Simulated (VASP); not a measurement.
Here is a VASP 6.6.1 calculation.

File INCAR:

```
PREC     = Accurate       # precision mode
ENCUT    = 520            # plane-wave cutoff, eV
EDIFF    = 1E-6           # SCF threshold, eV
ISMEAR   = -1             # smearing method
SIGMA    = 0.05           # smearing width, eV
LREAL    = False          # projectors in reciprocal space
LASPH    = True           # aspherical terms in the spheres
NELM     = 60             # most SCF steps
ALGO     = Normal         # electronic algorithm
ISIF     = 2              # what is computed and relaxed
LWAVE    = False          # write WAVECAR
LCHARG   = False          # write CHGCAR
GGA      = CA             # functional
NBANDS   = 16             # bands
```

KPOINTS

```
regular mesh
0
Gamma
  11 11 11
```

The input POSCAR:

```
Al2Au
1.0
    0.0000000000      3.0099668506      3.0099668506
    3.0099668506      0.0000000000      3.0099668506
    3.0099668506      3.0099668506      0.0000000000
Al Au
2 1
Direct
    0.2500000000      0.2500000000      0.2500000000
    0.7500000000      0.7500000000      0.7500000000
    0.0000000000      0.0000000000      0.0000000000
```

Potentials or basis: VASP PAW LDA potentials, release 64 (Al, Au).

The run is started by

```sh
$ cat potpaw_LDA.64/Al/POTCAR potpaw_LDA.64/Au/POTCAR > POTCAR
$ mpirun -np 1 vasp_std > vasp.out
```

(1) What does it give for the pressure?

Answers

(1) -3.4 GPa.
